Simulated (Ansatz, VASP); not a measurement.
Two plane-wave programs on Ni

Contents of INCAR:

```
SYSTEM = Ni
ALGO = Normal
EDIFF = 1E-6
ENCUT = 520
ISIF = 2
ISMEAR = -1
LASPH = .TRUE.
LCHARG = .FALSE.
LREAL = .FALSE.
LWAVE = .FALSE.
NBANDS = 11
NELM = 60
PREC = Accurate
SIGMA = 0.1
```

The input KPOINTS:

```
k-points
0
G
  16 16 16
  0 0 0
```

File POSCAR:

```
Ni
1.0
    0.0000000000      1.7104399105      1.7104399105
    1.7104399105      0.0000000000      1.7104399105
    1.7104399105      1.7104399105      0.0000000000
Ni
1
Direct
    0.0000000000      0.0000000000      0.0000000000
```

Input for Ansatz:

```yaml
crystal:
  lattice:
    - [0.0, 1.7104399105, 1.7104399105]
    - [1.7104399105, 0.0, 1.7104399105]
    - [1.7104399105, 1.7104399105, 0.0]
  atoms:
    - { symbol: Ni, position: [0.0, 0.0, 0.0] }
hamiltonian:
  xc: lda
  pseudopotentials:
    kind: paw
    azcp:
      Ni: "pseudopotentials/Ni.paw.azcp"
basis:
  ecutwfc: 420
  fft_grid_basis: typed
kpoints:
  mp_grid: { grid: [16, 16, 16], shift: [0, 0, 0] }
magnetization:
  spin_polarized: false
scf:
  occupations: { method: fermi_dirac, width: 0.1 }
  lower_state_search: "off"
output:
  stress: true
  write_density: true
  write_potential: true
  elf: true
  volumetric_format: npy
```

Alike in both runs: task single point; functional LDA; k mesh 16 × 16 × 16; occupations fermi-dirac, width 0.1 eV; no spin polarisation.

```csv
,VASP,Ansatz
version,VASP 6.6.1,Ansatz 0.2.0
potentials or method,"VASP PAW LDA potentials, release 64 (Ni), cutoff 520 eV","plane waves (420 eV) with PAW, scalar-relativistic"
valence electrons in the cell,10,18
```

|  | VASP | Ansatz | Ansatz less VASP |
| --- | --- | --- | --- |
| pressure (GPa) | 0.1 | 0.1 | +0.06 |

Ansatz warns that its potentials were made for another functional, while VASP's fit it. LDA's correlation is that of Perdew and Zunger in VASP and of Perdew and Wang (1992) in Ansatz. VASP's potentials hold 10 valence electrons a cell and Ansatz's 18, so a difference there can come from the potentials and not from the codes.
